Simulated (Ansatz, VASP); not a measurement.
## Two plane-wave programs on Ga2O

```
Ga O
1.0
     5.01631    0.00000    0.00000
    -2.50816    4.34425    0.00000
     0.00000    0.00000    2.23235
Ga O
2 1
Direct
  0.33333 0.66667 0.00000
  0.66667 0.33333 0.00000
  0.00000 0.00000 0.00000
```

Alike in both runs: task relaxation of cell and atoms; functional PBE; k mesh 6 × 6 × 8; occupations gaussian, width 0.1 eV; no spin polarisation.

|  | VASP | Ansatz |
| --- | --- | --- |
| version | VASP 6.6.1 | Ansatz 0.2.0 |
| potentials or method | VASP PAW PBE potentials, release 64 (Ga_d, O), cutoff 600 eV | scalar-relativistic, plane waves, PAW |
| valence electrons in the cell | 32 | 32 |

Ansatz gave:

```
gap on the k mesh at the Fermi level, each at its own relaxed structure (eV) : none
relaxed volume (Å³/atom)                                                     : 15.52
relaxed cell length with the largest relative difference (Å)                 : 2.908
```

Problem. Estimate VASP's values.

Solution. gap on the k mesh at the Fermi level, each at its own relaxed structure (eV): none; relaxed volume (Å³/atom): 15.34; relaxed cell length with the largest relative difference (Å): 2.872.

A gap of «none» marks a metal or a gap that the smearing closes.
